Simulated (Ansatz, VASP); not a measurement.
# Two plane-wave programs on NaCl

```
Na Cl
1.0
     0.00000    2.97583    2.97583
     2.97583    0.00000    2.97583
     2.97583    2.97583    0.00000
Na Cl
1 1
Direct
  0.00000 0.00000 0.00000
  0.50000 0.50000 0.50000
```

Alike in both runs: task single point; functional PBE; k mesh 6 × 6 × 6; occupations gaussian, width 0.1 eV; no spin polarisation.

```csv
,VASP,Ansatz
version,VASP 6.6.1,Ansatz 0.2.0
potentials or method,"VASP PAW PBE potentials, release 64 (Na_pv, Cl), cutoff 520 eV","scalar-relativistic, plane waves, PAW"
valence electrons in the cell,14,16
```

```tsv
	VASP	Ansatz	Ansatz less VASP
gap on the k mesh at the Fermi level (eV)	4.55	4.55	0.000
least direct gap on the mesh (eV)	4.55	4.55	0.000
pressure (GPa)	-2.3	-2.3	+0.04
```

The functional is the same, so the differences come from potentials, cutoffs and numerics. VASP's potentials hold 14 valence electrons a cell and Ansatz's 16, so a difference there can come from the potentials and not from the codes.
